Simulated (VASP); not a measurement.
# Au (Fm-3m) in VASP: notebook

The runs below take Au through single point, with PBE.

Everything below comes from runs of VASP 6.6.1. Logs are shortened: lines on timing, memory, paths and dates and some standing lists are left out, and cuts for length are marked.

### 1 The cell of the first run

It takes space group Fm-3m (No. 225, cubic). The conventional cell has a = 4.157 Å, b = 4.157 Å, c = 4.157 Å, α = 90.00°, β = 90.00°, γ = 90.00°. Au (site symmetry m-3m) has 12 Au at 2.94 Å within 3.9 Å.

### 2 Single point, PBE

Contents of INCAR:

```
PREC = Accurate
ENCUT = 520
EDIFF = 1E-6
ISMEAR = -1
SIGMA = 0.6
LREAL = F
LASPH = T
NELM = 100
ALGO = Normal
ISIF = 2
LWAVE = F
LCHARG = F
GGA = PE
NBANDS = 12
```

Contents of KPOINTS:

```
regular mesh
0
Gamma
  13 13 13
```

Contents of POSCAR:

```
Au
1.0
    0.0000000000      2.0782552709      2.0782552709
    2.0782552709      0.0000000000      2.0782552709
    2.0782552709      2.0782552709      0.0000000000
Au
1
Direct
    0.0000000000      0.0000000000      0.0000000000
```

Potentials or basis: VASP PAW PBE potentials, release 64 (Au).

Run with:

```console
> cat potpaw_PBE.64/Au/POTCAR > POTCAR
> mpirun -np 1 vasp_std > vasp.out
```

OUTCAR:

```text
PREC = Accurate
   ENCUT = 520
   EDIFF = 1E-6
   ISMEAR = -1
   LREAL = F
   LASPH = T
   NELM = 100
   ISIF = 2
   GGA = PE

 ion  position               nearest neighbor table
   1  0.000  0.000  0.000-

  LATTYP: Found a face centered cubic cell.
 ALAT       =     4.1565105418

  Lattice vectors:

 A1 = (   0.0000000000,   2.0782552709,   2.0782552709)
 A2 = (   2.0782552709,   0.0000000000,   2.0782552709)
 A3 = (   2.0782552709,   2.0782552709,   0.0000000000)

Analysis of symmetry for initial positions (statically):
=====================================================================
 Subroutine PRICEL returns:
 Original cell was already a primitive cell.

 Routine SETGRP: Setting up the symmetry group for a
 face centered cubic supercell.

 Subroutine GETGRP returns: Found 48 space group operations
 (whereof 48 operations were pure point group operations)
 out of a pool of 48 trial point group operations.

The static configuration has the point symmetry O_h .

Analysis of symmetry for dynamics (positions and initial velocities):
=====================================================================
 Subroutine PRICEL returns:
 Original cell was already a primitive cell.

 Routine SETGRP: Setting up the symmetry group for a
 face centered cubic supercell.

 Subroutine GETGRP returns: Found 48 space group operations
 (whereof 48 operations were pure point group operations)
 out of a pool of 48 trial point group operations.

The dynamic configuration has the point symmetry O_h .

 Subroutine INISYM returns: Found 48 space group operations
 (whereof 48 operations are pure point group operations),
 and found     1 'primitive' translations

----------------------------------------------------------------------------------------

                                     Primitive cell

  volume of cell :      17.9526

  direct lattice vectors                    reciprocal lattice vectors
     0.000000000  2.078255271  2.078255271    -0.240586422  0.240586422  0.240586422
     2.078255271  0.000000000  2.078255271     0.240586422 -0.240586422  0.240586422
     2.078255271  2.078255271  0.000000000     0.240586422  0.240586422 -0.240586422

  length of vectors
     2.939096790  2.939096790  2.939096790     0.416707907  0.416707907  0.416707907

  position of ions in fractional coordinates (direct lattice)
     0.000000000  0.000000000  0.000000000

  ion indices of the primitive-cell ions
   primitive index   ion index
                 1           1

----------------------------------------------------------------------------------------

 KPOINTS: regular mesh

Automatic generation of k-mesh.
 Grid dimensions read from file:
 generate k-points for:   13   13   13

 Generating k-lattice:

  Cartesian coordinates                     Fractional coordinates (reciprocal lattice)
    -0.018506648  0.018506648  0.018506648     0.076923077  0.000000000  0.000000000
     0.018506648 -0.018506648  0.018506648     0.000000000  0.076923077  0.000000000
     0.018506648  0.018506648 -0.018506648     0.000000000  0.000000000  0.076923077

  Length of vectors
     0.032054454  0.032054454  0.032054454

  Shift w.r.t. Gamma in fractional coordinates (k-lattice)
     0.000000000  0.000000000  0.000000000

 Subroutine IBZKPT returns following result:
 ===========================================

 Found     84 irreducible k-points:

 Following reciprocal coordinates:
            Coordinates               Weight
  0.000000  0.000000  0.000000      1.000000
  0.076923  0.000000  0.000000      8.000000
  0.153846  0.000000  0.000000      8.000000
  0.230769  0.000000  0.000000      8.000000
  0.307692  0.000000  0.000000      8.000000
  0.384615  0.000000  0.000000      8.000000
[... 16 lines left out ...]
  0.384615  0.153846  0.000000     24.000000
  0.461538  0.153846  0.000000     24.000000
 [... further k-points ...]
   k-points           NKPTS =     84   k-points in BZ     NKDIM =     84   number of bands    NBANDS=     12
   number of dos      NEDOS =    301   number of ions     NIONS =      1
   total plane-waves  NPLWV =  13824
   dimension x,y,z NGX =    24 NGY =   24 NGZ =   24
   dimension x,y,z NGXF=    48 NGYF=   48 NGZF=   48
   ions per type =               1
   NGX,Y,Z   is equivalent  to a cutoff of  13.58, 13.58, 13.58 a.u.
   NGXF,Y,Z  is equivalent  to a cutoff of  27.15, 27.15, 27.15 a.u.
 SYSTEM =  unknown system
   PREC   = accura    normal or accurate (medium, high low for compatibility)
   ISTART =      0    job   : 0-new  1-cont  2-samecut
   ICHARG =      2    charge: 1-file 2-atom 10-const
   ISPIN  =      1    spin polarized calculation?
   LNONCOLLINEAR =      F non collinear calculations
   LSORBIT =      F    spin-orbit coupling
   LASPH  =      T    aspherical Exc in radial PAW
   ENCUT  =  520.0 eV  38.22 Ry    6.18 a.u.   5.46  5.46  5.46*2*pi/ulx,y,z
   NELM   =    100;   NELMIN=  2; NELMDL= -5     # of ELM steps
   EDIFF  = 0.1E-05   stopping-criterion for ELM
   LREAL  =      F    real-space projection
   EDIFFG = 0.1E-04   stopping-criterion for IOM
   NSW    =      0    number of steps for IOM
   IBRION =     -1    ionic relax: 0-MD 1-quasi-New 2-CG
   NFREE  =      0    steps in history (QN), initial steepest desc. (CG)
   ISIF   =      2    stress and relaxation
   ISYM   =      2    0-nonsym 1-usesym 2-fastsym
   POTIM  = 0.5000    time-step for ionic-motion
   TEBEG  =    0.0;   TEEND  =   0.0 temperature during run
   PSTRESS=    0.0 pullay stress
   NELECT =      11.0000    total number of electrons
   NUPDOWN=      -1.0000    fix difference up-down
   EMIN   =  10.00;   EMAX   =-10.00  energy-range for DOS
   EFERMI =   0.00;   METHOD = LEGACY
   ISMEAR =    -1;   SIGMA  =   0.60  broadening in eV -4-tet -1-fermi 0-gaus
   EFERMI_NEDOS =   21; number of points for ismear=-14 and -15
   IALGO  =     38    algorithm
   IMIX   =      4    mixing-type and parameters
     AMIX     =   0.40;   BMIX     =  1.00
     AMIX_MAG =   1.60;   BMIX_MAG =  1.00
  volume/ion in A,a.u.               =      17.95       121.15
  Fermi-wavevector in a.u.,A,eV,Ry     =   1.390476  2.627619 26.305825  1.933424
  Thomas-Fermi vector in A             =   2.514407
   LORBIT       =      0    0 simple, 1 ext, 2 COOP (PROOUT), +10 PAW based schemes
   GGA     = PE    functional components
   LHFCALC =     F    Hartree Fock is set to
   AEXX    =    0.0000 exact exchange contribution
   IVDW    =     0    specifies the selected vdW correction
   LEPSILON=     F    determine dielectric tensor
   LRPA    =     F    only Hartree local field effects (RPA)
 non-spin polarized calculation
  energy-cutoff  :      520.00
  volume of cell :       17.95
 maximum number of plane-waves:       531
 NGX is ok and might be reduce to    24
   NGX = 11   NGY = 11   NGZ = 11

 number of electron      11.0000002 magnetization

 Free energy of the ion-electron system (eV)
  ---------------------------------------------------
  ext. energy  EPLUGINS =         0.00000000
  ---------------------------------------------------
  free energy    TOTEN  =        -3.42487907 eV

  energy without entropy =       -2.93681182  energy(sigma->0) =       -3.18084545

 E-fermi :   8.7832     XC(G=0): -12.4177

 val. band max:        8.7522575552   @ k =   0.4615   0.3846   0.0000
 cond. band min:       8.8256908290   @ k =  -0.3077   0.2308   0.0000
 fundamental gap:      0.0734332738
 Fermi energy:         8.7831906790

 k-point     1 :       0.0000    0.0000    0.0000
  band No.  band energies     occupation
      1      -0.6904      2.00000
      2       4.1594      1.99910
      3       4.1594      1.99910
      4       4.1594      1.99910
      5       5.5344      1.99114
      6       5.5344      1.99114
      7      23.2132      0.00000
      8      26.9099      0.00000
      9      26.9099      0.00000
     10      26.9099      0.00000
     11      31.6642      0.00000
     12      35.7244      0.00000

 k-point     2 :       0.0769    0.0000    0.0000
  band No.  band energies     occupation
      1      -0.4942      2.00000
      2       4.1012      1.99918
      3       4.2236      1.99900
      4       4.2236      1.99900
      5       5.5077      1.99152
      6       5.5077      1.99152
      7      23.4143      0.00000
      8      25.6643      0.00000
      9      27.1203      0.00000
     10      27.1203      0.00000
     11      32.3587      0.00000
     12      34.1899      0.00000

 k-point     3 :       0.1538    0.0000    0.0000
  band No.  band energies     occupation
      1       0.0625      2.00000
      2       3.9828      1.99933
      3       4.3635      1.99874
      4       4.3635      1.99874
      5       5.4840      1.99185
      6       5.4840      1.99185
      7      22.9263      0.00000
      8      24.2079      0.00000
      9      27.6525      0.00000
     10      27.6525      0.00000
     11      30.7346      0.00000
     12      32.8401      0.00000
[... 286 lines left out ...]
 k-point    23 :       0.3846    0.1538    0.0000
  band No.  band energies     occupation
      1       2.1419      1.99997
      2       3.8551      1.99946
      3       4.1382      1.99913
      4       4.7522      1.99759
      5       6.4720      1.95841
      6       6.8307      1.92564
      7      16.4917      0.00001
      8      23.5426      0.00000
      9      23.6349      0.00000
     10      25.2039      0.00000
     11      31.5319      0.00000
     12      32.9030      0.00000

 k-point    24 :       0.4615    0.1538    0.0000
  band No.  band energies     occupation
      1       2.2428      1.99996
      2       3.8882      1.99943
      3       4.6298      1.99803
      4       4.6525      1.99796
      5       6.6582      1.94370
      6       8.2891      1.38993
      7      13.6278      0.00062
      8      22.5859      0.00000
      9      23.5487      0.00000
     10      24.4535      0.00000
     11      33.0573      0.00000
     12      33.7650      0.00000

 [... further k-points ...]
[... 5 lines left out ...]
  --------------------------------------------------------------------------------------
  -------------------------------------------------------------------------------------
  Total        0.1770558      0.1770558      0.1770558      0.0000000      0.0000000     -0.0000000
  in kB       15.8013449     15.8013449     15.8013449      0.0000000      0.0000000     -0.0000000
  external PRESSURE =      15.8013449 kB  Pullay stress =       0.0000000 kB

 VOLUME and BASIS-vectors are now :
 -----------------------------------------------------------------------------
  energy-cutoff  :      520.00
  volume of cell :       17.95
      direct lattice vectors                 reciprocal lattice vectors
     0.000000000  2.078255271  2.078255271    -0.240586422  0.240586422  0.240586422
     2.078255271  0.000000000  2.078255271     0.240586422 -0.240586422  0.240586422
     2.078255271  2.078255271  0.000000000     0.240586422  0.240586422 -0.240586422

 POSITION                                       TOTAL-FORCE (eV/Angst)
 -----------------------------------------------------------------------------------
      0.00000      0.00000      0.00000         0.000000      0.000000     -0.000000
 -----------------------------------------------------------------------------------
    total drift:                               -0.000000      0.000000     -0.000000

  FREE ENERGIE OF THE ION-ELECTRON SYSTEM (eV)
  ---------------------------------------------------
  free  energy   TOTEN  =        -3.4248790746 eV

  energy  without entropy=       -2.9368118240  energy(sigma->0) =       -3.18084545
```

Run time: 20 s. Hardware: 1 thread of Intel Xeon 8259CL, shared host; peak memory 0.15 GiB.

What came out:

| Property | Result |
| --- | --- |
| Free energy | -3.4249 eV |
| Pressure | 1.6 GPa |

Caveat: spin-orbit coupling is left out, which moves the levels of the heavy elements.

### 3 Single point, PBE

Contents of INCAR:

```
SYSTEM = Au
PREC = Accurate ; ENCUT = 520
EDIFF = 1E-6 ; ISMEAR = -1
SIGMA = 1.0 ; LREAL = .False.
LASPH = .True. ; NELM = 60
ALGO = Normal ; ISIF = 2
LWAVE = .False. ; LCHARG = .False.
GGA = PE ; NBANDS = 12
```

Contents of KPOINTS:

```
regular mesh
0
Gamma
  13 13 13
  0 0 0
```

POSCAR is that of step 2.

Potentials or basis: VASP PAW PBE potentials, release 64 (Au).

Run with:

```console
> cat potpaw_PBE.64/Au/POTCAR > POTCAR
> mpirun -np 1 vasp_std > vasp.out
```

Wall time 19 s (1 thread of Intel Xeon 8259CL, shared host); peak memory 0.15 GiB.

It converged, with:

```yaml
Free_energy: -3.9238 eV
Pressure: 6.8 GPa
```

Levels at points of the mesh, in eV from the Fermi level:
```tsv
k point	band 2	band 3	band 4	band 5	band 6	band 7	band 8	band 9	band 10	band 11
(0.00, 0.00, 0.00)	-5.07	-5.07	-5.07	-3.71	-3.71	14.08	17.77	17.77	17.77	22.54
```

Caveat: spin-orbit coupling is left out, which moves the levels of the heavy elements.

### 4 Single point, PBE

Contents of INCAR:

```
SYSTEM = Au
PREC     = Accurate       ! precision mode
ENCUT    = 520            ! plane-wave cutoff, eV
EDIFF    = 1E-6           ! SCF threshold, eV
ISMEAR   = 0              ! smearing method
SIGMA    = 0.01           ! smearing width, eV
LREAL    = .FALSE.        ! projectors in reciprocal space
LASPH    = .TRUE.         ! aspherical terms in the spheres
NELM     = 100            ! most SCF steps
ALGO     = Normal         ! electronic algorithm
ISIF     = 2              ! what is computed and relaxed
LWAVE    = .FALSE.        ! write WAVECAR
LCHARG   = .FALSE.        ! write CHGCAR
GGA      = PE             ! functional
NBANDS   = 12             ! bands
```

Contents of KPOINTS:

```
regular mesh
0
G
  13 13 13
  0 0 0
```

POSCAR is that of step 3.

Run with:

```console
> cat potpaw_PBE.64/Au/POTCAR > POTCAR
> mpirun -np 1 vasp_std > vasp.out
```

Run time: 20 s. Hardware: 1 thread of Intel Xeon 8259CL, shared host; peak memory 0.15 GiB.

It converged, with:

```
Free energy : -3.2214 eV
Pressure    : -0.4 GPa
```

Levels at points of the mesh, in eV from the Fermi level:
```
           k point  band 3  band 4  band 5  band 6  band 7  band 8  band 9  band 10
(0.00, 0.00, 0.00)   -4.50   -4.50   -3.12   -3.12   14.51   18.21   18.21    18.21
```

Caveat: spin-orbit coupling is left out, which moves the levels of the heavy elements.

### 5 Single point, PBE

Contents of INCAR:

```
SYSTEM = Au
PREC = Accurate
ENCUT = 520
EDIFF = 1E-7
ISMEAR = 0
SIGMA = 0.03
LREAL = .FALSE.
LASPH = .TRUE.
NELM = 80
ALGO = Normal
ISIF = 2
LWAVE = .FALSE.
LCHARG = .FALSE.
GGA = PE
NBANDS = 12
```

KPOINTS is that of step 4.

POSCAR is that of step 4.

Run with:

```console
> cat potpaw_PBE.64/Au/POTCAR > POTCAR
> mpirun -np 1 vasp_std > vasp.out
```

It took 18 s on 1 thread of Intel Xeon 8259CL, shared host; peak memory 0.15 GiB.

Results (log left out):

```yaml
Free_energy: -3.2215 eV
Pressure: -0.4 GPa
```

Levels at points of the mesh, in eV from the Fermi level:
| k point | band 4 | band 5 | band 6 | band 7 | band 8 | band 9 |
| --- | --- | --- | --- | --- | --- | --- |
| (0.00, 0.00, 0.00) | -4.52 | -3.14 | -3.14 | 14.49 | 18.19 | 18.19 |

Caveat: spin-orbit coupling is left out, which moves the levels of the heavy elements.

### 6 Summary

```csv
smearing,gap on the mesh (eV),pressure (GPa)
fermi-dirac 0.6 eV,none,1.6
fermi-dirac 1 eV,none,6.8
gaussian 0.01 eV,none,-0.4
gaussian 0.03 eV,none,-0.4
```

Alike in all rows: task single point; level PBE; potentials or basis VASP PAW PBE potentials, release 64 (Au); no spin polarisation; cell as given; k mesh 13 × 13 × 13; cutoff (eV) 520.

Every run on the cell as given and a fine mesh finds a metal.

Caveats: spin-orbit coupling is left out, which moves the levels of the heavy elements.

Absolute energies hang on the potentials; compare differences alone.
